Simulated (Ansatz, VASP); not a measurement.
One calculation of Al, two programs

```
Al
1.0
     2.82404    0.00000    0.00000
    -1.41202    2.44569    0.00000
     0.00000    0.00000    4.57495
Al
2
Cartesian
  0.0000 1.6305 1.1437
  1.4120 0.8152 3.4312
```

Alike in both runs: task relaxation of cell and atoms; functional LDA; k mesh 15 × 15 × 8; occupations fermi-dirac, width 0.08 eV; no spin polarisation.

|  | VASP | Ansatz |
| --- | --- | --- |
| version | VASP 6.6.1 | Ansatz 0.2.0 |
| potentials or method | VASP PAW LDA potentials, release 64 (Al) | PAW with Ansatz's default frozen-core files, scalar-relativistic |
| plane-wave cutoff (eV) | 600 | 420 |
| valence electrons in the cell | 6 | 6 |

|  | VASP | Ansatz | Ansatz less VASP |
| --- | --- | --- | --- |
| relaxed volume (Å³/atom) | 15.97 | 15.95 | -0.015 |
| relaxed cell length with the largest relative difference (Å) | 4.650 | 4.647 | -0.0030 |

LDA's correlation is that of Perdew and Zunger in VASP and of Perdew and Wang (1992) in Ansatz.
